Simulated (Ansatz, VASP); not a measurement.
**RbBr: VASP beside Ansatz**

```xyz
2
Lattice="0.0000 3.4275 3.4275 3.7274 0.0000 3.4275 3.7274 3.4275 0.0000" Properties=species:S:1:pos:R:3 pbc="T T T"
Rb    0.0000    0.0000    0.0000
Br    3.7274    3.4275    3.4275
```

Change from the starting cell: strain +0.0875 x Voigt [1, 0, 0, 0, 0, 0], atoms carried along.

Alike in both runs: task single point; functional LDA; k mesh 6 × 6 × 6; occupations gaussian, width 0.05 eV; no spin polarisation.

|  | VASP | Ansatz |
| --- | --- | --- |
| version | VASP 6.6.1 | Ansatz 0.2.0 |
| potentials or method | VASP PAW LDA potentials, release 64 (Rb_sv, Br), cutoff 520 eV | scalar-relativistic, plane waves, PAW |
| valence electrons in the cell | 16 | 16 |

|  | VASP | Ansatz | Ansatz less VASP |
| --- | --- | --- | --- |
| gap on the k mesh at the Fermi level (eV) | 3.75 | 3.74 | -0.009 |
| least direct gap on the mesh (eV) | 3.75 | 3.74 | -0.009 |
| pressure (GPa) | -1.8 | -1.8 | -0.03 |
| traceless stress, the component that is largest in VASP (GPa) | -0.65 | -0.63 | +0.020 |

LDA's correlation is that of Perdew and Zunger in VASP and of Perdew and Wang (1992) in Ansatz.
